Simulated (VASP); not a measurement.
# Re (Fd-3m) in VASP: a series of runs

Re is run at these levels: PBEsol; tasks: single point, relaxation of cell and atoms.

Program: VASP 6.6.1. These are calculated values, not measurements. Logs are shortened: lines on timing, memory, paths and dates and some standing lists are left out, and cuts for length are marked.

### 1 The cell of the first run

Symmetry: Fd-3m, No. 227, cubic system. The conventional cell has a = 5.594 Å, b = 5.594 Å, c = 5.594 Å, α = 90.00°, β = 90.00°, γ = 90.00°. Re (site symmetry -43m) has 4 Re at 2.42 Å within 3.2 Å.

This isn't the form of Re at room conditions, which is hcp.

### 2 Single point, PBEsol

Input file INCAR:

```
ALGO = Normal
EDIFF = 1E-6
ENCUT = 600
GGA = PS
GGA_COMPAT = False
ISIF = 2
ISMEAR = 0
LASPH = True
LCHARG = False
LREAL = False
LWAVE = False
NBANDS = 14
NELM = 120
PREC = Accurate
SIGMA = 0.1
```

Input file KPOINTS:

```
k-points
0
Gamma
  13 13 13
```

Input file POSCAR:

```
Re
1.0
    0.0000000000      2.7970083772      2.7970083772
    2.7970083772      0.0000000000      2.7970083772
    2.7970083772      2.7970083772      0.0000000000
Re
2
Direct
    1.0000000000      1.0000000000      1.0000000000
    0.2500000000      0.2500000000      0.2500000000
```

Potentials or basis: VASP PAW PBE potentials, release 64 (Re).

Started as:

```
cat potpaw_PBE.64/Re/POTCAR > POTCAR
mpirun -np 1 vasp_std > vasp.out
```

OUTCAR:

```text
EDIFF = 1E-6
   ENCUT = 600
   GGA = PS
   ISIF = 2
   ISMEAR = 0
   LASPH = True
   LREAL = False
   NELM = 120
   PREC = Accurate

 ion  position               nearest neighbor table
   1  0.000  0.000  0.000-   2 2.42   2 2.42   2 2.42   2 2.42
   2  0.250  0.250  0.250-   1 2.42   1 2.42   1 2.42   1 2.42

  LATTYP: Found a face centered cubic cell.
 ALAT       =     5.5940167544

  Lattice vectors:

 A1 = (   0.0000000000,   2.7970083772,   2.7970083772)
 A2 = (   2.7970083772,   0.0000000000,   2.7970083772)
 A3 = (   2.7970083772,   2.7970083772,   0.0000000000)

Analysis of symmetry for initial positions (statically):
=====================================================================
 Subroutine PRICEL returns:
 Original cell was already a primitive cell.

 Routine SETGRP: Setting up the symmetry group for a
 face centered cubic supercell.

 Subroutine GETGRP returns: Found 48 space group operations
 (whereof 24 operations were pure point group operations)
 out of a pool of 48 trial point group operations.

The static configuration has the point symmetry T_d .
 The point group associated with its full space group is O_h .

Analysis of symmetry for dynamics (positions and initial velocities):
=====================================================================
 Subroutine PRICEL returns:
 Original cell was already a primitive cell.

 Routine SETGRP: Setting up the symmetry group for a
 face centered cubic supercell.

 Subroutine GETGRP returns: Found 48 space group operations
 (whereof 24 operations were pure point group operations)
 out of a pool of 48 trial point group operations.

The dynamic configuration has the point symmetry T_d .
 The point group associated with its full space group is O_h .

 Subroutine INISYM returns: Found 48 space group operations
 (whereof 24 operations are pure point group operations),
 and found     1 'primitive' translations

----------------------------------------------------------------------------------------

                                     Primitive cell

  volume of cell :      43.7634

  direct lattice vectors                    reciprocal lattice vectors
     0.000000000  2.797008377  2.797008377    -0.178762425  0.178762425  0.178762425
     2.797008377  0.000000000  2.797008377     0.178762425 -0.178762425  0.178762425
     2.797008377  2.797008377  0.000000000     0.178762425  0.178762425 -0.178762425

  length of vectors
     3.955567181  3.955567181  3.955567181     0.309625602  0.309625602  0.309625602

  position of ions in fractional coordinates (direct lattice)
     0.000000000  0.000000000  0.000000000
     0.250000000  0.250000000  0.250000000

  ion indices of the primitive-cell ions
   primitive index   ion index
                 1           1
                 2           2

----------------------------------------------------------------------------------------

 KPOINTS: k-points

Automatic generation of k-mesh.
 Grid dimensions read from file:
 generate k-points for:   13   13   13

 Generating k-lattice:

  Cartesian coordinates                     Fractional coordinates (reciprocal lattice)
    -0.013750956  0.013750956  0.013750956     0.076923077  0.000000000  0.000000000
     0.013750956 -0.013750956  0.013750956     0.000000000  0.076923077  0.000000000
     0.013750956  0.013750956 -0.013750956     0.000000000  0.000000000  0.076923077

  Length of vectors
     0.023817354  0.023817354  0.023817354

  Shift w.r.t. Gamma in fractional coordinates (k-lattice)
     0.000000000  0.000000000  0.000000000

 Subroutine IBZKPT returns following result:
 ===========================================

 Found     84 irreducible k-points:

 Following reciprocal coordinates:
            Coordinates               Weight
  0.000000  0.000000  0.000000      1.000000
  0.076923  0.000000  0.000000      8.000000
  0.153846  0.000000  0.000000      8.000000
  0.230769  0.000000  0.000000      8.000000
  0.307692  0.000000  0.000000      8.000000
  0.384615  0.000000  0.000000      8.000000
[... 16 lines left out ...]
  0.384615  0.153846  0.000000     24.000000
  0.461538  0.153846  0.000000     24.000000
 [... further k-points ...]
   k-points           NKPTS =     84   k-points in BZ     NKDIM =     84   number of bands    NBANDS=     14
   number of dos      NEDOS =    301   number of ions     NIONS =      2
   total plane-waves  NPLWV =  32768
   dimension x,y,z NGX =    32 NGY =   32 NGZ =   32
   dimension x,y,z NGXF=    64 NGYF=   64 NGZF=   64
   ions per type =               2
   NGX,Y,Z   is equivalent  to a cutoff of  13.45, 13.45, 13.45 a.u.
   NGXF,Y,Z  is equivalent  to a cutoff of  26.90, 26.90, 26.90 a.u.
 SYSTEM =  unknown system
   PREC   = accura    normal or accurate (medium, high low for compatibility)
   ISTART =      0    job   : 0-new  1-cont  2-samecut
   ICHARG =      2    charge: 1-file 2-atom 10-const
   ISPIN  =      1    spin polarized calculation?
   LNONCOLLINEAR =      F non collinear calculations
   LSORBIT =      F    spin-orbit coupling
   LASPH  =      T    aspherical Exc in radial PAW
   ENCUT  =  600.0 eV  44.10 Ry    6.64 a.u.   7.90  7.90  7.90*2*pi/ulx,y,z
   NELM   =    120;   NELMIN=  2; NELMDL= -5     # of ELM steps
   EDIFF  = 0.1E-05   stopping-criterion for ELM
   LREAL  =      F    real-space projection
[... 7 lines left out ...]
   TEBEG  =    0.0;   TEEND  =   0.0 temperature during run
   PSTRESS=    0.0 pullay stress
   NELECT =      14.0000    total number of electrons
   NUPDOWN=      -1.0000    fix difference up-down
   EMIN   =  10.00;   EMAX   =-10.00  energy-range for DOS
   EFERMI =   0.00;   METHOD = LEGACY
   ISMEAR =     0;   SIGMA  =   0.10  broadening in eV -4-tet -1-fermi 0-gaus
   EFERMI_NEDOS =   21; number of points for ismear=-14 and -15
   IALGO  =     38    algorithm
   IMIX   =      4    mixing-type and parameters
     AMIX     =   0.40;   BMIX     =  1.00
     AMIX_MAG =   1.60;   BMIX_MAG =  1.00
  volume/ion in A,a.u.               =      21.88       147.67
  Fermi-wavevector in a.u.,A,eV,Ry     =   1.119645  2.115823 17.056336  1.253605
  Thomas-Fermi vector in A             =   2.256286
   LORBIT       =      0    0 simple, 1 ext, 2 COOP (PROOUT), +10 PAW based schemes
   GGA     = PS    functional components
   LHFCALC =     F    Hartree Fock is set to
   AEXX    =    0.0000 exact exchange contribution
   IVDW    =     0    specifies the selected vdW correction
   LEPSILON=     F    determine dielectric tensor
   LRPA    =     F    only Hartree local field effects (RPA)
 non-spin polarized calculation
 Gauss-broadening in eV      SIGMA  =   0.10
  energy-cutoff  :      600.00
  volume of cell :       43.76
 maximum number of plane-waves:      1476
   NGX = 15   NGY = 15   NGZ = 15

 number of electron      14.0000000 magnetization

 Free energy of the ion-electron system (eV)
  ---------------------------------------------------
  ext. energy  EPLUGINS =         0.00000000
  ---------------------------------------------------
  free energy    TOTEN  =       -23.23784762 eV

  energy without entropy =      -23.23101927  energy(sigma->0) =      -23.23443345

 E-fermi :   3.4723     XC(G=0): -11.2782

 val. band max:        3.4628231459   @ k =   0.1538   0.0769   0.0000
 cond. band min:       3.4897629657   @ k =  -0.4615   0.4615   0.0000
 fundamental gap:      0.0269398198
 Fermi energy:         3.4722733162

 k-point     1 :       0.0000    0.0000    0.0000
  band No.  band energies     occupation
      1      -3.4806      2.00000
      2       0.3968      2.00000
      3       0.3968      2.00000
      4       1.2212      2.00000
      5       1.2212      2.00000
      6       1.2212      2.00000
      7       4.1710      0.00000
      8       4.1710      0.00000
      9       4.1710      0.00000
     10       7.7803      0.00000
     11       7.7803      0.00000
     12      14.7687      0.00000
     13      15.0813      0.00000
     14      16.3868      0.00000

 k-point     2 :       0.0769    0.0000    0.0000
  band No.  band energies     occupation
      1      -3.3689      2.00000
      2       0.3337      2.00000
      3       0.3337      2.00000
      4       1.2033      2.00000
      5       1.3341      2.00000
      6       1.3341      2.00000
      7       4.0106      0.00000
      8       4.1513      0.00000
      9       4.1513      0.00000
     10       7.7659      0.00000
     11       7.7659      0.00000
     12      14.4431      0.00000
     13      15.2050      0.00000
     14      16.4325      0.00000

 k-point     3 :       0.1538    0.0000    0.0000
  band No.  band energies     occupation
      1      -3.0442      2.00000
      2       0.2375      2.00000
      3       0.2375      2.00000
      4       1.1575      2.00000
      5       1.5447      2.00000
      6       1.5447      2.00000
      7       3.5959      0.08050
      8       4.1329      0.00000
      9       4.1329      0.00000
     10       7.7151      0.00000
     11       7.7151      0.00000
     12      13.8361      0.00000
     13      14.5236      0.00000
     14      16.4230      0.00000
[... 324 lines left out ...]
 k-point    23 :       0.3846    0.1538    0.0000
  band No.  band energies     occupation
      1      -1.3473      2.00000
      2      -0.3025      2.00000
      3       0.7533      2.00000
      4       1.0308      2.00000
      5       1.1366      2.00000
      6       1.9223      2.00000
      7       2.7769      2.00000
      8       4.3417      0.00000
      9       5.1240      0.00000
     10       6.4730      0.00000
     11       7.8196      0.00000
     12       9.6577      0.00000
     13      12.8660      0.00000
     14      12.9841      0.00000

 k-point    24 :       0.4615    0.1538    0.0000
  band No.  band energies     occupation
      1      -0.7991      2.00000
      2      -0.2087      2.00000
      3       0.5473      2.00000
      4       0.8652      2.00000
      5       1.2524      2.00000
      6       1.7474      2.00000
      7       2.9896      2.00000
      8       4.5399      0.00000
      9       5.1540      0.00000
     10       6.6360      0.00000
     11       7.4557      0.00000
     12       8.3312      0.00000
     13      12.3844      0.00000
     14      12.6635      0.00000

 [... further k-points ...]

------------------------ aborting loop because EDIFF is reached ----------------------------------------

  FORCE on cell =-STRESS in cart. coord.  units (eV):
  Direction    XX          YY          ZZ          XY          YZ          ZX
  --------------------------------------------------------------------------------------
  -------------------------------------------------------------------------------------
  Total       -0.4487700     -0.4487700     -0.4487700     -0.0000000      0.0000000      0.0000000
  in kB      -16.4294518    -16.4294518    -16.4294518     -0.0000000      0.0000000      0.0000000
  external PRESSURE =     -16.4294518 kB  Pullay stress =       0.0000000 kB

 VOLUME and BASIS-vectors are now :
 -----------------------------------------------------------------------------
  energy-cutoff  :      600.00
  volume of cell :       43.76
      direct lattice vectors                 reciprocal lattice vectors
     0.000000000  2.797008377  2.797008377    -0.178762425  0.178762425  0.178762425
     2.797008377  0.000000000  2.797008377     0.178762425 -0.178762425  0.178762425
     2.797008377  2.797008377  0.000000000     0.178762425  0.178762425 -0.178762425

 POSITION                                       TOTAL-FORCE (eV/Angst)
 -----------------------------------------------------------------------------------
      0.00000      0.00000      0.00000         0.000000      0.000000      0.000000
      1.39850      1.39850      1.39850        -0.000000     -0.000000     -0.000000
 -----------------------------------------------------------------------------------
    total drift:                               -0.000000      0.000000      0.000000

  FREE ENERGIE OF THE ION-ELECTRON SYSTEM (eV)
  ---------------------------------------------------
  free  energy   TOTEN  =       -23.2378476175 eV

  energy  without entropy=      -23.2310192740  energy(sigma->0) =      -23.23443345
```

It took 23 s on 1 thread of Intel Xeon Platinum 8559C (Emerald Rapids), shared host; peak memory 0.2 GiB.

Results:

```
Free energy            : -23.2378 eV
Pressure               : -1.6 GPa
Band gap on the k mesh : zero (bands 7 and 8 overlap by 1.14 eV)
```

Levels at points of the mesh, in eV from the Fermi level:
```csv
k point,band 3,band 4,band 5,band 6,band 7,band 8,band 9,band 10,band 11,band 12
"(0.00, 0.00, 0.00)",-3.08,-2.25,-2.25,-2.25,0.70,0.70,0.70,4.31,4.31,11.30
```

Caveat: the PAW data sets were made with another functional, which shifts forces and pressure a little; spin-orbit coupling is left out, which moves the levels of the heavy elements.

### 3 Relaxation of cell and atoms, PBEsol

This run uses another cell than the first one, of 19.14 Å³/atom.

Input file INCAR:

```
SYSTEM = Re
PREC     = Accurate       ! precision mode
ENCUT    = 600            ! plane-wave cutoff, eV
EDIFF    = 1E-7           ! SCF threshold, eV
ISMEAR   = 0              ! smearing method
SIGMA    = 0.1            ! smearing width, eV
LREAL    = .FALSE.        ! projectors in reciprocal space
LASPH    = .TRUE.         ! aspherical terms in the spheres
NELM     = 120            ! most SCF steps
ALGO     = Normal         ! electronic algorithm
ISIF     = 3              ! what is computed and relaxed
LWAVE    = .FALSE.        ! write WAVECAR
LCHARG   = .FALSE.        ! write CHGCAR
GGA      = PS             ! functional
IBRION   = 2              ! ionic algorithm
NSW      = 80             ! ionic steps
EDIFFG   = -0.02          ! ionic threshold
GGA_COMPAT= .FALSE.      
NELMIN   = 4
```

Input file KPOINTS:

```
regular mesh
0
G
  13 13 13
  0 0 0
```

Input file POSCAR:

```
Re
1.0
    0.0000000000      2.6750000000      2.6750000000
    2.6750000000      0.0000000000      2.6750000000
    2.6750000000      2.6750000000      0.0000000000
Re
2
Direct
    1.0000000000      1.0000000000      1.0000000000
    0.2500000000      0.2500000000      0.2500000000
```

Potentials or basis: VASP PAW PBE potentials, release 64 (Re).

Started as:

```
cat potpaw_PBE.64/Re/POTCAR > POTCAR
mpirun -np 1 vasp_std > vasp.out
```

Wall time 1.7 min (1 thread of Intel Xeon Platinum 8559C (Emerald Rapids), shared host); peak memory 0.2 GiB.

The run converged. Its results:

* Free energy: -23.2386 eV
* Relaxed volume: 21.68 Å³/atom
* Relaxed cell: a = 3.944 Å, b = 3.944 Å, c = 3.944 Å, α = 60.00°, β = 60.00°, γ = 60.00°
* Space group after relaxing (to 0.1 Å): Fd-3m (No. 227)
* Pressure after relaxing: 0.0 GPa
* Band gap on the k mesh: zero (bands 7 and 8 overlap by 1.15 eV)

Final structure:
```
Re
1.0
     0.00000    2.78857    2.78857
     2.78857    0.00000    2.78857
     2.78857    2.78857    0.00000
Re
2
Direct
  0.00000 0.00000 0.00000
  0.25000 0.25000 0.25000
```

Levels at points of the mesh, in eV from the Fermi level:
```tsv
k point	band 3	band 4	band 5	band 6	band 7	band 8	band 9	band 10	band 11
(0.00, 0.00, 0.00)	-3.12	-2.27	-2.27	-2.27	0.71	0.71	0.71	4.36	4.36
```

Caveat: the PAW data sets were made with another functional, which shifts forces and pressure a little; spin-orbit coupling is left out, which moves the levels of the heavy elements.
